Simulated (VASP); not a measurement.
# H6C2O in VASP: further runs, part 2 of 2

VASP 6.6.1. Earlier steps stand in the parts before.

### Step 4. Single point, PBE+D3(BJ)

Contents of INCAR:

```
ALGO = Normal ; EDIFF = 1E-6
ENCUT = 520 ; GGA = PE
ISIF = 2 ; ISMEAR = -1
IVDW = 12 ; LASPH = T
LCHARG = F ; LREAL = Auto
LWAVE = F ; NBANDS = 64
NELM = 80 ; PREC = Accurate
SIGMA = 0.05
```

Contents of KPOINTS:

```
k-points
0
Gamma
  1 1 1
```

Contents of POSCAR:

```
H6C2O
1.0
    7.5290720000      0.0000000000      0.0000000000
    0.0000000000      7.5290720000      0.0000000000
    0.0000000000      0.0000000000      7.5290720000
C O H
8 4 24
Direct
    0.3005151232      0.1765821870      0.1608697592
    0.2817345883      0.0674452310      0.3426982768
    0.7055185553      0.1797034216      0.7377004762
    0.7198895163      0.2268938323      0.5455785255
    0.1279573366      0.6879068230      0.7944272548
    0.3031714931      0.5921579711      0.7525363020
    0.9132201153      0.6139667678      0.2116595511
    0.7542629424      0.7286422550      0.2002902881
    0.4017892245     -0.0775527183      0.3437209792
    0.6071398972      0.3823445970      0.5111386901
    0.4083903036      0.7063553118      0.6403976479
    0.5910157321      0.6243797376      0.1988292847
    0.4040604207     -0.1378523143      0.4624474304
    0.3236122593      0.1705920730      0.4357509133
    0.1341466784      0.0304552805      0.3592208973
    0.2070905950      0.2801673301      0.1765423415
    0.4380088276      0.2319807806      0.1648277504
    0.2691832406      0.0889352632      0.0436441569
    0.6335973411      0.4385002561      0.3900613515
    0.8516188981      0.2669120444      0.5007257202
    0.6681699949      0.1217281492      0.4577722195
    0.7916646301      0.0736478546      0.7757264109
    0.7372621752      0.3029722654      0.8172321901
    0.5642262420      0.1426603438      0.7627367622
    0.5217243241      0.6497215062      0.6424164890
    0.3704573419      0.5566290241      0.8761637556
    0.2720521201      0.4519282058      0.6922499878
    0.0403104128      0.5905110218      0.8638249176
    0.1463526979      0.8090638528      0.8730690847
    0.0704867745      0.7184285128      0.6661113083
    0.5103152155      0.7253483563      0.2151128320
    0.7406623286      0.8461866217      0.2889864780
    0.7707191537      0.7985047825      0.0687999796
    1.0387203098      0.7042302159      0.2212756101
    0.9204188777      0.5361882580      0.3336400555
    0.9115333204      0.5142732066      0.1111557972
```

Command:

```sh
$ cat potpaw_PBE.64/C/POTCAR potpaw_PBE.64/O/POTCAR potpaw_PBE.64/H/POTCAR > POTCAR
$ mpirun -np 1 vasp_gam > vasp.out
```

Run time: 79 s. Hardware: 1 thread of Intel Xeon Platinum 8259CL at 2.50GHz (Skylake/Cascade Lake), shared host; peak memory 0.38 GiB.

It converged, with:

| Property | Result |
| --- | --- |
| Free energy | -188.6458 eV |
| Pressure | -1.3 GPa |
| Largest force | 2.990 eV/Å |
| Band gap on the k mesh | 4.68 eV |
| Dispersion energy per atom | -0.033 eV |

Forces in eV/Å, atoms in the order of the input:
```
C    0.971 -2.407  1.134
C   -0.743  0.997 -1.727
C   -1.104  1.569  0.386
C   -0.670  0.936 -1.392
C    0.386 -1.218 -0.023
C   -1.388 -1.038 -0.033
C    1.841  1.134  2.065
C   -0.398  0.994 -1.649
O    0.013 -0.560  0.397
O    0.246  0.633 -0.854
O   -0.696 -0.216  0.548
O    0.833  0.892  0.217
H   -0.342  0.199 -0.496
H   -0.216 -0.121  0.815
H    1.310  0.049  0.121
H   -0.912  1.205 -0.277
H   -0.591 -0.240 -0.566
H    0.381  0.694  0.537
H   -0.448 -0.723  1.415
H    0.624 -0.335  0.152
H    0.259 -0.286  0.109
H    0.592 -0.779  0.245
H   -0.179 -0.823 -0.244
H    0.556  0.057  0.204
H    1.193 -0.468 -0.462
H    0.521  0.307  0.238
H    0.395  1.693  0.061
H    0.234  0.618 -0.193
H    0.005 -0.047  0.033
H   -0.510  0.353 -0.321
H   -0.983 -0.377  0.164
H    0.288 -0.763  0.451
H   -0.410 -0.271  0.154
H   -1.246 -1.247 -0.663
H   -0.181 -0.068  0.608
H    0.371 -0.341 -1.154
```

Stress tensor (GPa, compression positive):
```
-0.23 -2.06 -0.13
-2.06 -3.04  0.35
-0.13  0.35 -0.77
```

Levels at points of the mesh, in eV from the valence-band top:
```tsv
k point	band 36	band 37	band 38	band 39	band 40	band 41	band 42	band 43	band 44	band 45
(0.00, 0.00, 0.00)	-1.41	-0.55	-0.50	-0.23	0.00	4.68	5.91	6.20	6.26	6.44
```

Caveat: the k points lie up to 0.83 Å⁻¹ apart.

### Step 5. Relaxation of the atoms, PBE+D3(BJ)

Contents of INCAR:

```
SYSTEM = H6C2O
PREC = Accurate
ENCUT = 520
EDIFF = 1E-6
ISMEAR = -1
SIGMA = 0.05
LREAL = Auto
LASPH = .TRUE.
NELM = 100
ALGO = Normal
ISIF = 2
LWAVE = .FALSE.
LCHARG = .FALSE.
GGA = PE
IVDW = 12
IBRION = 2
NSW = 35
EDIFFG = -0.3
```

Contents of KPOINTS:

```
Automatic mesh
0
G
  1 1 1
  0 0 0
```

Contents of POSCAR:

```
H6C2O
1.0
    7.5290720000      0.0000000000      0.0000000000
    0.0000000000      7.5290720000      0.0000000000
    0.0000000000      0.0000000000      7.5290720000
C O H
8 4 24
Direct
    0.3745283000      0.2089554000      0.0395157000
    0.2247764000      0.1905886000      0.1720406000
    0.6126165000      0.1241039000      0.7954352000
    0.6876051000      0.1993550000      0.6250245000
    0.2007640000      0.6296261000      0.8535265000
    0.3613355000      0.7279650000      0.7837263000
    0.9267955000      0.5306131000      0.2152230000
    0.7809309000      0.6681147000      0.2271676000
    0.2912641000      0.0890501000      0.3175867000
    0.5908693000      0.3577448000      0.5866946000
    0.3904882000      0.6682494000      0.6062481000
    0.6205690000      0.5758608000      0.2682479000
    0.1958232000      0.0765724000      0.4034869000
    0.1803888000      0.3224407000      0.2163383000
    0.1105398000      0.1241801000      0.1099323000
    0.3317138000      0.2859832000     -0.0759010000
    0.4874121000      0.2759332000      0.1011420000
    0.4176460000      0.0779077000     -0.0051378000
    0.6382151000      0.4070543000      0.4772849000
    0.8299494000      0.2276867000      0.6409286000
    0.6737940000      0.1022859000      0.5168377000
    0.6816426000      0.0017523000      0.8322162000
    0.6274819000      0.2202754000      0.9029370000
    0.4715117000      0.0950234000      0.7789934000
    0.4935318000      0.7308105000      0.5602952000
    0.3374810000      0.8719690000      0.7870913000
    0.4775344000      0.7005517000      0.8677729000
    0.1713303000      0.6697837000      0.9899391000
    0.0852780000      0.6579230000      0.7705274000
    0.2251653000      0.4867089000      0.8511133000
    0.5260211000      0.6632747000      0.2761869000
    0.8126604000      0.7662182000      0.3305429000
    0.7689330000      0.7398109000      0.1005452000
    1.0539539000      0.5933316000      0.1838465000
    0.9392298000      0.4603464000      0.3414551000
    0.8955543000      0.4339705000      0.1117302000
```

Command:

```sh
$ cat potpaw_PBE.64/C/POTCAR potpaw_PBE.64/O/POTCAR potpaw_PBE.64/H/POTCAR > POTCAR
$ mpirun -np 1 vasp_gam > vasp.out
```

Wall time 17 min (1 thread of Intel Xeon Platinum 8259CL at 2.50GHz (Skylake/Cascade Lake), shared host); peak memory 0.44 GiB.

It converged, with:

* Free energy: -188.8906 eV
* Energy gained by relaxing: 25.6 meV/atom
* Ionic steps: 26
* Pressure after relaxing: -0.2 GPa
* Largest force after relaxing: 0.237 eV/Å
* Band gap on the k mesh: 4.36 eV
* Dispersion energy per atom: -0.033 eV

Forces on the atoms (eV/Å):
```
C   -0.033  0.024  0.034
C    0.040 -0.016  0.060
C   -0.024  0.124 -0.079
C   -0.051  0.176 -0.065
C   -0.012 -0.013 -0.047
C   -0.058 -0.011  0.034
C    0.097 -0.085  0.019
C    0.115 -0.060 -0.036
O    0.043 -0.116  0.120
O   -0.136  0.127  0.009
O   -0.021 -0.055  0.081
O   -0.137  0.061 -0.068
H    0.055 -0.062 -0.084
H    0.006  0.038 -0.017
H    0.157  0.036 -0.067
H    0.068 -0.014  0.145
H   -0.167 -0.067 -0.088
H   -0.085  0.009  0.013
H    0.076  0.126  0.050
H    0.020 -0.164 -0.001
H    0.064 -0.093  0.108
H    0.037  0.012 -0.034
H    0.185 -0.063  0.036
H    0.050 -0.126 -0.085
H   -0.003 -0.141 -0.081
H    0.050  0.066  0.060
H   -0.115  0.052 -0.032
H   -0.039 -0.052  0.001
H    0.158  0.049 -0.016
H   -0.045  0.003 -0.069
H   -0.232  0.008  0.050
H   -0.040  0.067 -0.070
H    0.032  0.072  0.071
H   -0.046 -0.025  0.031
H   -0.020  0.059 -0.071
H    0.011  0.054  0.085
```

Stress tensor (GPa, compression positive):
```
-0.27 -0.11 -0.34
-0.11 -0.05 -0.23
-0.34 -0.23 -0.17
```

The path:
```tsv
step	energy change (eV)	largest force (eV/Å)	pressure (GPa)
1	0.0000	1.3872	1.55
2	0.0381	2.6217	1.14
3	-0.0783	0.8859	1.31
4	-0.2085	0.6010	1.05
5	-0.2374	1.1076	0.85
6	-0.3051	0.5787	0.88
7	-0.3195	0.8343	0.92
8	-0.3812	0.5126	0.77
9	-0.4274	1.0243	0.48
10	-0.4872	0.5815	0.36
11	-0.5351	0.8795	0.08
12	-0.5902	0.7129	-0.04
13	-0.6088	0.7481	-0.16
14	-0.6751	0.3810	-0.10
15	-0.6847	0.5964	-0.07
16	-0.7386	0.3441	0.03
17	-0.7465	0.5055	0.08
18	-0.7789	0.3888	0.06
19	-0.7796	0.4356	0.06
20	-0.8093	0.3710	0.10
21	-0.8248	0.6232	0.16
22	-0.8442	0.4263	0.08
23	-0.8540	0.5699	-0.03
24	-0.8787	0.3383	-0.05
25	-0.9015	0.4276	-0.08
26	-0.9208	0.2374	-0.17
```

Final structure:
```
C O H
1.0
     7.52907    0.00000    0.00000
     0.00000    7.52907    0.00000
     0.00000    0.00000    7.52907
C O H
8 4 24
Direct
  0.35858 0.20248 0.07442
  0.20523 0.18149 0.20371
  0.65852 0.11081 0.75929
  0.72370 0.20183 0.59168
  0.19235 0.63809 0.84096
  0.35404 0.73875 0.77485
  0.91638 0.53323 0.22595
  0.77179 0.67202 0.23116
  0.26108 0.05665 0.33674
  0.63163 0.36746 0.58146
  0.37631 0.72089 0.58624
  0.60880 0.58326 0.27672
  0.18555 0.06855 0.44098
  0.17323 0.30972 0.26577
  0.08255 0.13270 0.13774
  0.31644 0.26784 0.95061
  0.46738 0.28036 0.13446
  0.41189 0.07129 0.03895
  0.61600 0.40499 0.45786
  0.86872 0.22797 0.59760
  0.69541 0.12203 0.47165
  0.72914 0.98672 0.78972
  0.67122 0.20313 0.87157
  0.51603 0.08413 0.74608
  0.50297 0.71049 0.56461
  0.33711 0.88055 0.80717
  0.47429 0.69018 0.84435
  0.16890 0.67700 0.97955
  0.07106 0.66939 0.76477
  0.21378 0.49408 0.83652
  0.51292 0.66907 0.26890
  0.80381 0.77368 0.33201
  0.75747 0.73670 0.10019
  0.04623 0.59620 0.20645
  0.92086 0.46029 0.35262
  0.89397 0.43801 0.11722
```

Levels at points of the mesh, in eV from the valence-band top:
| k point | band 38 | band 39 | band 40 | band 41 | band 42 | band 43 |
| --- | --- | --- | --- | --- | --- | --- |
| (0.00, 0.00, 0.00) | -0.26 | -0.22 | 0.00 | 4.36 | 5.51 | 6.03 |

Caveat: the k points lie up to 0.83 Å⁻¹ apart; the relaxation stopped at a loose force limit of 0.3 eV/Å, so its end isn't a converged minimum.
